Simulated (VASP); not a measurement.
# ZnSe (P4/nmm) in VASP: a series of runs

ZnSe is run at these levels: LDA; tasks: single point.

Program: VASP 6.6.1. These are calculated values, not measurements. Logs are shortened: lines on timing, memory, paths and dates and some standing lists are left out, and cuts for length are marked.

### Step 1. The cell of the first run

The structure is tetragonal, space group P4/nmm (No. 129). Conventional cell: a = 3.923 Å, b = 3.923 Å, c = 4.941 Å, α = 90.00°, β = 90.00°, γ = 90.00°. Zn (site symmetry -4m2) has 4 Se at 2.40 Å and 4 Zn at 2.77 Å within 3.2 Å. Se (site symmetry 4mm) has 4 Zn at 2.40 Å within 3.2 Å.

### Step 2. Single point, LDA

Contents of INCAR:

```
SYSTEM = ZnSe
  ALGO = Normal
  EDIFF = 1E-6
  ENCUT = 520
  ISIF = 2
  ISMEAR = 0
  LASPH = .True.
  LCHARG = .True.
  LELF = .True.
  LREAL = .False.
  LVHAR = .True.
  LWAVE = .False.
  NBANDS = 26
  NELM = 60
  PREC = Accurate
  SIGMA = 0.05
```

Contents of KPOINTS:

```
k-points
0
Gamma
  8 8 6
  0 0 0
```

Contents of POSCAR:

```
ZnSe
1.0
    3.9227000000      0.0000000000      0.0000000000
    0.0000000000      3.9227000000      0.0000000000
    0.0000000000      0.0000000000      4.9408000000
Zn Se
2 2
Direct
    0.0000000000      0.0000000000      0.0000000000
    0.5000000000      0.5000000000      0.0000000000
    0.0000000000      0.5000000000      0.2797006019
    0.5000000000      0.0000000000      0.7202993981
```

Potentials or basis: VASP PAW LDA potentials, release 64 (Zn, Se).

Run with:

```
$ cat potpaw_LDA.64/Zn/POTCAR potpaw_LDA.64/Se/POTCAR > POTCAR
$ mpirun -np 1 vasp_std > vasp.out
```

OUTCAR:

```text
SYSTEM = ZnSe
   EDIFF = 1E-6
   ENCUT = 520
   ISIF = 2
   ISMEAR = 0
   LASPH = .True.
   LREAL = .False.
   NELM = 60
   PREC = Accurate

 ion  position               nearest neighbor table
   1  0.000  0.000  0.000-   3 2.40   4 2.40   3 2.40   4 2.40   2 2.77   2 2.77   2 2.77   2 2.77

   2  0.500  0.500  0.000-   3 2.40   4 2.40   4 2.40   3 2.40   1 2.77   1 2.77   1 2.77   1 2.77

   3  0.000  0.500  0.280-   1 2.40   2 2.40   1 2.40   2 2.40
   4  0.500  0.000  0.720-   1 2.40   2 2.40   2 2.40   1 2.40

  LATTYP: Found a simple tetragonal cell.
 ALAT       =     3.9227000000
 C/A-ratio  =     1.2595406225

  Lattice vectors:

 A1 = (   3.9227000000,   0.0000000000,   0.0000000000)
 A2 = (   0.0000000000,   3.9227000000,   0.0000000000)
 A3 = (   0.0000000000,   0.0000000000,   4.9408000000)

Analysis of symmetry for initial positions (statically):
=====================================================================
 Subroutine PRICEL returns:
 Original cell was already a primitive cell.

 Routine SETGRP: Setting up the symmetry group for a
 simple tetragonal supercell.

 Subroutine GETGRP returns: Found 16 space group operations
 (whereof  8 operations were pure point group operations)
 out of a pool of 16 trial point group operations.

The static configuration has the point symmetry D_2d.
 The point group associated with its full space group is D_4h.

Analysis of symmetry for dynamics (positions and initial velocities):
=====================================================================
 Subroutine PRICEL returns:
 Original cell was already a primitive cell.

 Routine SETGRP: Setting up the symmetry group for a
 simple tetragonal supercell.

 Subroutine GETGRP returns: Found 16 space group operations
 (whereof  8 operations were pure point group operations)
 out of a pool of 16 trial point group operations.

The dynamic configuration has the point symmetry D_2d.
 The point group associated with its full space group is D_4h.

 Subroutine INISYM returns: Found 16 space group operations
 (whereof  8 operations are pure point group operations),
 and found     1 'primitive' translations

----------------------------------------------------------------------------------------

                                     Primitive cell

  volume of cell :      76.0269

  direct lattice vectors                    reciprocal lattice vectors
     3.922700000  0.000000000  0.000000000     0.254926454  0.000000000  0.000000000
     0.000000000  3.922700000  0.000000000     0.000000000  0.254926454  0.000000000
     0.000000000  0.000000000  4.940800000     0.000000000  0.000000000  0.202396373

  length of vectors
     3.922700000  3.922700000  4.940800000     0.254926454  0.254926454  0.202396373

  position of ions in fractional coordinates (direct lattice)
     0.000000000  0.000000000  0.000000000
     0.500000000  0.500000000  0.000000000
     0.000000000  0.500000000  0.279700602
     0.500000000  0.000000000  0.720299398

  ion indices of the primitive-cell ions
   primitive index   ion index
                 1           1
                 2           2
                 3           3
                 4           4

----------------------------------------------------------------------------------------

 KPOINTS: k-points

Automatic generation of k-mesh.
 Grid dimensions read from file:
 generate k-points for:    8    8    6

 Generating k-lattice:

  Cartesian coordinates                     Fractional coordinates (reciprocal lattice)
     0.031865807  0.000000000  0.000000000     0.125000000  0.000000000  0.000000000
     0.000000000  0.031865807  0.000000000     0.000000000  0.125000000  0.000000000
     0.000000000  0.000000000  0.033732729     0.000000000  0.000000000  0.166666667

  Length of vectors
     0.031865807  0.031865807  0.033732729

  Shift w.r.t. Gamma in fractional coordinates (k-lattice)
     0.000000000  0.000000000  0.000000000

 Subroutine IBZKPT returns following result:
 ===========================================

 Found     60 irreducible k-points:

 Following reciprocal coordinates:
            Coordinates               Weight
  0.000000  0.000000  0.000000      1.000000
  0.125000  0.000000  0.000000      4.000000
  0.250000  0.000000  0.000000      4.000000
  0.375000  0.000000  0.000000      4.000000
  0.500000  0.000000  0.000000      2.000000
  0.125000  0.125000  0.000000      4.000000
[... 16 lines left out ...]
  0.375000  0.125000  0.166667     16.000000
  0.500000  0.125000  0.166667      8.000000
 [... further k-points ...]
   k-points           NKPTS =     60   k-points in BZ     NKDIM =     60   number of bands    NBANDS=     26
   number of dos      NEDOS =    301   number of ions     NIONS =      4
   total plane-waves  NPLWV =  36000
   dimension x,y,z NGX =    30 NGY =   30 NGZ =   40
   dimension x,y,z NGXF=    60 NGYF=   60 NGZF=   80
   ions per type =               2   2
[... 37 lines left out ...]
   GGA     = CA    functional components
   LHFCALC =     F    Hartree Fock is set to
   AEXX    =    0.0000 exact exchange contribution
   IVDW    =     0    specifies the selected vdW correction
   LEPSILON=     F    determine dielectric tensor
   LRPA    =     F    only Hartree local field effects (RPA)
 non-spin polarized calculation
 Gauss-broadening in eV      SIGMA  =   0.05
  energy-cutoff  :      520.00
  volume of cell :       76.03
 maximum number of plane-waves:      2074
 NGX is ok and might be reduce to    30
   NGX = 15   NGY = 15   NGZ = 19

 number of electron      35.9999998 magnetization

 Free energy of the ion-electron system (eV)
  ---------------------------------------------------
  ext. energy  EPLUGINS =         0.00000000
  ---------------------------------------------------
  free energy    TOTEN  =       -13.82993371 eV

  energy without entropy =      -13.82993371  energy(sigma->0) =      -13.82993371

 E-fermi :   3.5011     XC(G=0): -10.5786

 val. band max:        3.2482646558   @ k =   0.0000   0.0000   0.0000
 cond. band min:       4.5772158793   @ k =   0.0000   0.0000   0.0000
 fundamental gap:      1.3289512235
 Fermi energy:         3.5011210885

 k-point     1 :       0.0000    0.0000    0.0000
  band No.  band energies     occupation
      1     -11.2914      2.00000
      2      -9.5070      2.00000
      3      -4.6082      2.00000
      4      -4.5113      2.00000
      5      -4.4194      2.00000
      6      -4.4194      2.00000
[... 18 lines left out ...]
     25      13.8813      0.00000
     26      13.9552      0.00000

 k-point     2 :       0.1250    0.0000    0.0000
  band No.  band energies     occupation
      1     -11.1987      2.00000
      2      -9.5268      2.00000
      3      -4.5524      2.00000
      4      -4.5070      2.00000
      5      -4.4147      2.00000
      6      -4.3762      2.00000
[... 18 lines left out ...]
     25      12.3877      0.00000
     26      13.1375      0.00000

 k-point     3 :       0.2500    0.0000    0.0000
  band No.  band energies     occupation
      1     -10.9368      2.00000
      2      -9.6111      2.00000
      3      -4.4696      2.00000
      4      -4.4031      2.00000
      5      -4.3878      2.00000
      6      -4.2745      2.00000
[... 18 lines left out ...]
     25      11.2241      0.00000
     26      12.6106      0.00000

 k-point     4 :       0.3750    0.0000    0.0000
  band No.  band energies     occupation
      1     -10.5569      2.00000
      2      -9.8120      2.00000
      3      -4.3848      2.00000
      4      -4.3080      2.00000
      5      -4.2056      2.00000
      6      -4.1930      2.00000
[... 18 lines left out ...]
     25      11.3219      0.00000
     26      11.9184      0.00000
[... 496 lines left out ...]
      1     -10.7782      2.00000
      2      -9.6848      2.00000
      3      -4.5796      2.00000
      4      -4.3791      2.00000
      5      -4.2909      2.00000
      6      -4.2444      2.00000
[... 18 lines left out ...]
     25      10.3947      0.00000
     26      13.0044      0.00000

 k-point    23 :       0.3750    0.1250    0.1667
  band No.  band energies     occupation
      1     -10.4322      2.00000
      2      -9.8146      2.00000
      3      -4.5251      2.00000
      4      -4.2583      2.00000
      5      -4.1927      2.00000
      6      -4.1793      2.00000
[... 18 lines left out ...]
     25      11.6318      0.00000
     26      12.7146      0.00000

 k-point    24 :       0.5000    0.1250    0.1667
  band No.  band energies     occupation
      1     -10.0777      2.00000
      2     -10.0777      2.00000
      3      -4.3786      2.00000
      4      -4.3786      2.00000
      5      -4.1345      2.00000
      6      -4.1345      2.00000
[... 18 lines left out ...]
     25      12.4437      0.00000
     26      12.4437      0.00000

 [... further k-points ...]

------------------------ aborting loop because EDIFF is reached ----------------------------------------

  FORCE on cell =-STRESS in cart. coord.  units (eV):
  Direction    XX          YY          ZZ          XY          YZ          ZX
  --------------------------------------------------------------------------------------
  -------------------------------------------------------------------------------------
  Total        3.9890720      3.9890720      4.2671989      0.0000000      0.0000000      0.0000000
  in kB       84.0649559     84.0649559     89.9261510      0.0000000      0.0000000      0.0000000
  external PRESSURE =      86.0186876 kB  Pullay stress =       0.0000000 kB

 VOLUME and BASIS-vectors are now :
 -----------------------------------------------------------------------------
  energy-cutoff  :      520.00
  volume of cell :       76.03
      direct lattice vectors                 reciprocal lattice vectors
     3.922700000  0.000000000  0.000000000     0.254926454  0.000000000  0.000000000
     0.000000000  3.922700000  0.000000000     0.000000000  0.254926454  0.000000000
     0.000000000  0.000000000  4.940800000     0.000000000  0.000000000  0.202396373

 POSITION                                       TOTAL-FORCE (eV/Angst)
 -----------------------------------------------------------------------------------
      0.00000      0.00000      0.00000        -0.000000      0.000000      0.000000
      1.96135      1.96135      0.00000         0.000000     -0.000000      0.000000
      0.00000      1.96135      1.38194        -0.000000      0.000000      1.290120
      1.96135      0.00000      3.55886        -0.000000     -0.000000     -1.290120
 -----------------------------------------------------------------------------------
    total drift:                                0.000000      0.000000      0.000000

  FREE ENERGIE OF THE ION-ELECTRON SYSTEM (eV)
  ---------------------------------------------------
  free  energy   TOTEN  =       -13.8299337086 eV

  energy  without entropy=      -13.8299337086  energy(sigma->0) =      -13.82993371
```

It took 1.9 min on 1 thread of Intel Xeon Platinum 8488C (Sapphire Rapids), shared host; peak memory 0.22 GiB.

Results:

- Free energy: -13.8299 eV
- Pressure: 8.6 GPa
- Largest force: 1.290 eV/Å
- Band gap on the k mesh: 1.33 eV, direct

Forces in eV/Å, atoms in the order of the input:
```
Zn   0.000  0.000  0.000
Zn   0.000  0.000  0.000
Se   0.000  0.000  1.290
Se   0.000  0.000 -1.290
```

Caveat: forces of over 1 eV/Å act on the atoms, so gaps and moduli don't describe the material at rest. A k mesh can miss the band edges.

### Step 3. Single point, LDA

This run uses another cell than the first one, of 19.46 Å³/atom, 1.024 times its volume.

Contents of INCAR:

```
SYSTEM = ZnSe
PREC = Accurate
ENCUT = 520
EDIFF = 1E-6
ISMEAR = 0
SIGMA = 0.05
LREAL = .False.
LASPH = .True.
NELM = 100
ALGO = Normal
ISIF = 2
LWAVE = .False.
LCHARG = .False.
NBANDS = 26
```

Contents of KPOINTS:

```
Automatic mesh
0
Gamma
  8 8 6
  0 0 0
```

Contents of POSCAR:

```
ZnSe
1.0
    4.1020000000      0.0000000000      0.0000000000
    0.0000000000      4.1020000000      0.0000000000
    0.0000000000      0.0000000000      4.6254000000
Zn Se
2 2
Direct
    0.0000000000      0.0000000000      0.0000000000
    0.5000000000      0.5000000000      0.0000000000
    0.0000000000      0.5000000000      0.2797006019
    0.5000000000      0.0000000000      0.7202993981
```

Potentials or basis: VASP PAW LDA potentials, release 64 (Zn, Se).

Run with:

```
$ cat potpaw_LDA.64/Zn/POTCAR potpaw_LDA.64/Se/POTCAR > POTCAR
$ mpirun -np 1 vasp_std > vasp.out
```

Wall time 85 s (1 thread of Intel Xeon Platinum 8488C (Sapphire Rapids), shared host); peak memory 0.23 GiB.

The run converged. Its results:

```yaml
Free_energy: -13.8486 eV
Pressure: 5.1 GPa
Largest_force: 1.077 eV/Å
Band_gap_on_the_k_mesh: 0.61 eV, direct
```

Forces on the atoms (eV/Å):
```
Zn   0.000  0.000  0.000
Zn   0.000  0.000  0.000
Se   0.000  0.000  1.077
Se   0.000  0.000 -1.077
```

Stress tensor (GPa, compression positive):
```
4.22 0.00 0.00
0.00 4.22 0.00
0.00 0.00 6.78
```

Levels at points of the mesh, in eV from the valence-band top:
```tsv
k point	band 15	band 16	band 17	band 18	band 19	band 20	band 21	band 22
(0.00, 0.00, 0.00)	-3.61	-0.11	-0.11	0.00	0.61	1.75	2.16	5.98
(0.50, 0.00, 0.00)	-2.12	-2.12	-1.78	-1.78	3.17	3.17	5.72	5.72
(0.50, 0.50, 0.00)	-2.30	-2.30	-1.78	-1.78	2.83	2.83	3.76	3.76
(0.00, 0.00, 0.50)	-2.84	-1.70	-1.26	-1.26	1.29	3.68	4.14	5.18
(0.50, 0.00, 0.50)	-1.52	-1.52	-0.47	-0.47	1.87	1.87	5.04	5.04
(0.50, 0.50, 0.50)	-3.76	-3.76	-3.53	-3.53	6.36	6.36	6.43	6.43
```

Caveat: forces of over 1 eV/Å act on the atoms, so gaps and moduli don't describe the material at rest. A k mesh can miss the band edges.

### Step 4. Single point, LDA

This run uses another cell than the first one, of 19.61 Å³/atom, 1.032 times its volume.

Contents of INCAR:

```
ALGO = Normal
EDIFF = 1E-6
ENCUT = 520
GGA = CA
ISIF = 2
ISMEAR = 0
LASPH = True
LCHARG = True
LELF = True
LREAL = False
LVHAR = True
LWAVE = False
NBANDS = 26
NELM = 80
PREC = Accurate
SIGMA = 0.05
```

Contents of KPOINTS:

```
k-points
0
Gamma
  8 8 6
```

Contents of POSCAR:

```
ZnSe
1.0
    3.8630000000      0.0000000000      0.0000000000
    0.0000000000      3.8630000000      0.0000000000
    0.0000000000      0.0000000000      5.2561416084
Zn Se
2 2
Direct
    0.0000000000      0.0000000000      0.0000000000
    0.5000000000      0.5000000000      0.0000000000
    0.0000000000      0.5000000000      0.2797006019
    0.5000000000      0.0000000000      0.7202993981
```

Run with:

```
$ cat potpaw_LDA.64/Zn/POTCAR potpaw_LDA.64/Se/POTCAR > POTCAR
$ mpirun -np 1 vasp_std > vasp.out
```

It took 2.2 min on 1 thread of Intel Xeon Platinum 8488C (Sapphire Rapids), shared host; peak memory 0.23 GiB.

Results (log left out):

- Free energy: -13.9305 eV
- Pressure: 5.8 GPa
- Largest force: 0.657 eV/Å
- Band gap on the k mesh: 1.69 eV, direct

Forces on the atoms (eV/Å):
```
Zn   0.000  0.000  0.000
Zn   0.000  0.000  0.000
Se   0.000  0.000  0.657
Se   0.000  0.000 -0.657
```

Stress tensor (GPa, compression positive):
```
6.27 0.00 0.00
0.00 6.27 0.00
0.00 0.00 4.76
```

Levels at points of the mesh, in eV from the valence-band top:
```csv
k point,band 14,band 15,band 16,band 17,band 18,band 19,band 20,band 21,band 22,band 23
"(0.00, 0.00, 0.00)",-3.06,-3.06,-0.34,0.00,0.00,1.69,1.79,2.43,5.26,5.26
"(0.50, 0.00, 0.00)",-5.17,-2.76,-2.76,-1.21,-1.21,3.73,3.73,5.42,5.42,6.74
"(0.50, 0.50, 0.00)",-5.13,-2.95,-2.95,-2.61,-2.61,2.32,2.32,2.73,2.73,11.24
"(0.00, 0.00, 0.50)",-2.55,-2.55,-2.06,-0.95,-0.95,2.20,3.23,4.30,4.54,6.60
"(0.50, 0.00, 0.50)",-6.19,-1.11,-1.11,-0.92,-0.92,2.28,2.28,5.60,5.60,5.75
"(0.50, 0.50, 0.50)",-4.70,-3.90,-3.90,-3.62,-3.62,4.87,4.87,5.53,5.53,8.05
```

### Step 5. Single point, LDA

This run uses another cell than the first one, of 19.59 Å³/atom, 1.031 times its volume.

Contents of INCAR:

```
SYSTEM = ZnSe
ALGO     = Normal         ! electronic algorithm
EDIFF    = 1E-6           ! SCF threshold, eV
ENCUT    = 520            ! plane-wave cutoff, eV
ISIF     = 2              ! what is computed and relaxed
ISMEAR   = 0              ! smearing method
LASPH    = .TRUE.         ! aspherical terms in the spheres
LCHARG   = .FALSE.        ! write CHGCAR
LREAL    = .FALSE.        ! projectors in reciprocal space
LWAVE    = .FALSE.        ! write WAVECAR
NBANDS   = 26             ! bands
NELM     = 100            ! most SCF steps
PREC     = Accurate       ! precision mode
SIGMA    = 0.05           ! smearing width, eV
```

Contents of KPOINTS:

```
k-points
0
G
  8 8 6
  0 0 0
```

Contents of POSCAR:

```
ZnSe
1.0
    3.9824792206      0.0000000000      0.0000000000
    0.0000000000      3.9824792206      0.0000000000
    0.0000000000      0.0000000000      4.9408000000
Zn Se
2 2
Direct
    0.0000000000      0.0000000000      0.0000000000
    0.5000000000      0.5000000000      0.0000000000
    0.0000000000      0.5000000000      0.2797006019
    0.5000000000      0.0000000000      0.7202993981
```

Run with:

```
$ cat potpaw_LDA.64/Zn/POTCAR potpaw_LDA.64/Se/POTCAR > POTCAR
$ mpirun -np 1 vasp_std > vasp.out
```

Wall time 1.8 min (1 thread of Intel Xeon Platinum 8488C (Sapphire Rapids), shared host); peak memory 0.22 GiB.

Results (log left out):

```yaml
Free_energy: -13.9277 eV
Pressure: 5.4 GPa
Largest_force: 0.934 eV/Å
Band_gap_on_the_k_mesh: 1.24 eV, direct
```

Forces in eV/Å, atoms in the order of the input:
```
Zn   0.000  0.000  0.000
Zn   0.000  0.000  0.000
Se   0.000  0.000  0.934
Se   0.000  0.000 -0.934
```

Stress tensor (GPa, compression positive):
```
5.04 0.00 0.00
0.00 5.04 0.00
0.00 0.00 6.27
```

Levels at points of the mesh, in eV from the valence-band top:
```tsv
k point	band 14	band 15	band 16	band 17	band 18	band 19	band 20	band 21	band 22	band 23
(0.00, 0.00, 0.00)	-3.29	-3.29	-0.10	0.00	0.00	1.24	1.79	2.29	5.62	5.62
(0.50, 0.00, 0.00)	-4.83	-2.41	-2.41	-1.45	-1.45	3.46	3.46	5.65	5.65	6.89
(0.50, 0.50, 0.00)	-5.25	-2.60	-2.60	-2.17	-2.17	2.61	2.61	3.25	3.25	10.69
(0.00, 0.00, 0.50)	-2.67	-2.67	-1.73	-1.06	-1.06	1.75	3.61	4.05	4.93	6.92
(0.50, 0.00, 0.50)	-6.01	-1.28	-1.28	-0.59	-0.59	2.18	2.18	5.36	5.36	6.55
(0.50, 0.50, 0.50)	-4.74	-3.77	-3.77	-3.51	-3.51	5.67	5.67	6.10	6.10	9.02
```

A k mesh can miss the band edges.

### Step 6. Overview

| cell | gap on the mesh (eV) | pressure (GPa) | largest force (eV/Å) |
| --- | --- | --- | --- |
| a = 3.923, b = 3.923, c = 4.941 Å, 4 atoms | 1.33 | 8.6 | 1.29 |
| a = 4.102, b = 4.102, c = 4.625 Å, 4 atoms | 0.61 | 5.1 | 1.08 |
| a = 3.863, b = 3.863, c = 5.256 Å, 4 atoms | 1.69 | 5.8 | 0.66 |
| a = 3.982, b = 3.982, c = 4.941 Å, 4 atoms | 1.24 | 5.4 | 0.93 |

Alike in all rows: task single point; level LDA; potentials or basis VASP PAW LDA potentials, release 64 (Zn, Se); no spin polarisation; k mesh 8 × 8 × 6; cutoff (eV) 520; smearing gaussian 0.05 eV.

Caveats: forces of over 1 eV/Å act on the atoms, so gaps and moduli don't describe the material at rest (some runs).

Absolute energies hang on the potentials; compare differences alone.
